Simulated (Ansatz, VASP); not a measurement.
**Two plane-wave programs on PbS**

File INCAR:

```
  PREC = Accurate
  ENCUT = 500
  EDIFF = 1E-6
  ISMEAR = 0
  SIGMA = 0.05
  LREAL = False
  LASPH = True
  NELM = 120
  ALGO = Normal
  ISIF = 2
  LWAVE = False
  LCHARG = False
  GGA = PE
  IVDW = 12
  NBANDS = 28
  GGA_COMPAT = False
```

Contents of KPOINTS:

```
regular mesh
0
Gamma
  6 6 3
```

Contents of POSCAR:

```
PbS
1.0
    0.0000000000     -3.0043750300     -3.0061807900
    0.0000000000      3.0043750300     -3.0061807900
   14.2982770800      0.0000000000      0.0000000000
Pb S
2 2
Direct
    0.7433619700      0.2433619700      0.4935345480
    0.2433619700      0.7433619700      0.2966499628
    0.2356380300      0.7356380300      0.4849166772
    0.7356380300      0.2356380300      0.3052678336
```

Input for Ansatz:

```yaml
crystal:
  lattice:
    - [0.0, -3.00437503, -3.00618079]
    - [0.0, 3.00437503, -3.00618079]
    - [14.29827708, 0.0, 0.0]
  atoms:
    - { symbol: Pb, position: [0.74336197, 0.24336197, 0.493534548] }
    - { symbol: Pb, position: [0.24336197, 0.74336197, 0.2966499628] }
    - { symbol: S, position: [0.23563803, 0.73563803, 0.4849166772] }
    - { symbol: S, position: [0.73563803, 0.23563803, 0.3052678336] }
basis:
  ecutwfc: 420
kpoints:
  mp_grid: { grid: [6, 6, 3] }
hamiltonian:
  xc: pbe
  dispersion: d3bj
scf:
  occupations: { method: gaussian, width: 0.05 }
output:
  forces: true
  stress: true
  eigenvalues: true
```

Alike in both runs: task single point; functional PBE; dispersion D3(BJ); k mesh 6 × 6 × 3; occupations gaussian, width 0.05 eV; no spin polarisation.

```csv
,VASP,Ansatz
version,VASP 6.6.1,Ansatz 0.2.0
potentials or method,"VASP PAW PBE potentials, release 64 (Pb_d, S), cutoff 500 eV","scalar-relativistic, plane waves, PAW"
valence electrons in the cell,40,40
```

Ansatz gave:

| Quantity | Value |
| --- | --- |
| gap on the k mesh at the Fermi level (eV) | 2.07 |
| least direct gap on the mesh (eV) | 2.08 |
| rms of the force components (eV/Å) | 0.034 |

Q: Which values does VASP return?

A: gap on the k mesh at the Fermi level (eV): 2.08; least direct gap on the mesh (eV): 2.08; rms of the force components (eV/Å): 0.034.

Atom by atom the forces differ by 0.003 eV/Å (rms over components).

Spin-orbit coupling is off throughout.
